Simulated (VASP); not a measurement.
# In: relaxation of cell and atoms with PBE

Crystal: In.

```
CELL_PARAMETERS angstrom
-1.90182 1.90182 1.90182
1.90182 -1.90182 1.90182
1.90182 1.90182 -1.90182
ATOMIC_POSITIONS crystal
In 0.00000 0.00000 0.00000
```

* Program: VASP 6.6.1
* Task: relaxation of cell and atoms
* Functional: PBE
* Potentials or basis: VASP PAW PBE potentials, release 64 (In_d)
* Cutoff: 600 eV
* k mesh: 17 × 17 × 17
* Occupations: fermi-dirac, width 0.05 eV
* Spin: no spin polarisation
* Dipole correction: no
* Further INCAR settings: ALGO = Normal; EDIFF = 1e-06; IBRION = 2; EDIFFG = -0.005; NSW = 60; ISIF = 3

| Item | Value |
| --- | --- |
| Relaxed volume | 27.79 Å³/atom |
| Relaxed cell | a = 3.305 Å, b = 3.305 Å, c = 3.305 Å, α = 109.47°, β = 109.47°, γ = 109.47° |
| Space group after relaxing (to 0.05 Å) | Im-3m (No. 229) |
| Energy gained by relaxing | 0.3 meV/atom |
| Ionic steps | 3 |
| Pressure after relaxing | 0.0 GPa |

Step by step:
```csv
step,energy change (eV),largest force (eV/Å),pressure (GPa),volume (Å³)
1,0.0000,0.0000,0.35,27.51
2,-0.0003,0.0000,0.04,27.76
3,-0.0003,0.0000,0.02,27.79
```

Final structure:
```yaml
crystal:
  lattice:
    - [-1.90813, 1.90813, 1.90813]
    - [1.90813, -1.90813, 1.90813]
    - [1.90813, 1.90813, -1.90813]
  atoms:
    - { symbol: In, position: [0.00000, 0.00000, 0.00000] }
```

Levels at points of the mesh, in eV from the Fermi level:
| k point | band 4 | band 5 | band 6 | band 7 | band 8 | band 9 |
| --- | --- | --- | --- | --- | --- | --- |
| (0.00, 0.00, 0.00) | -14.41 | -14.41 | -9.16 | 10.44 | 10.44 | 10.44 |

Run time: 36 s on 1 thread of Intel(R) Xeon(R) 6975P-C (Granite Rapids), with other jobs on the host, peak memory 0.2 GiB.

Caveat: spin-orbit coupling is left out, which moves the levels of the heavy elements.
